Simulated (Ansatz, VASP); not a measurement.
# Two plane-wave programs on Ca

```
CELL_PARAMETERS angstrom
-2.11578 2.11578 2.30471
2.11578 -2.11578 2.30471
2.11578 2.11578 -2.30471
ATOMIC_POSITIONS crystal
Ca 0.50000 0.50000 0.00000
```

Alike in both runs: task single point; functional r2SCAN; k mesh 14 × 14 × 14; occupations gaussian, width 0.1 eV; no spin polarisation.

|  | VASP | Ansatz |
| --- | --- | --- |
| version | VASP 6.6.1 | Ansatz 0.2.0 |
| potentials or method | VASP PAW PBE potentials, release 64 (Ca_sv), cutoff 520 eV | scalar-relativistic, plane waves, PAW |
| valence electrons in the cell | 10 | 10 |

|  | VASP | Ansatz | Ansatz less VASP |
| --- | --- | --- | --- |
| gap on the k mesh at the Fermi level (eV) | none | none | - |
| pressure (GPa) | 0.9 | 0.9 | -0.05 |
| traceless stress, the component that is largest in VASP (GPa) | 0.20 | 0.20 | 0.000 |

VASP's potentials were made for PBE, not for r2SCAN. A gap of «none» marks a metal or a gap that the smearing closes.
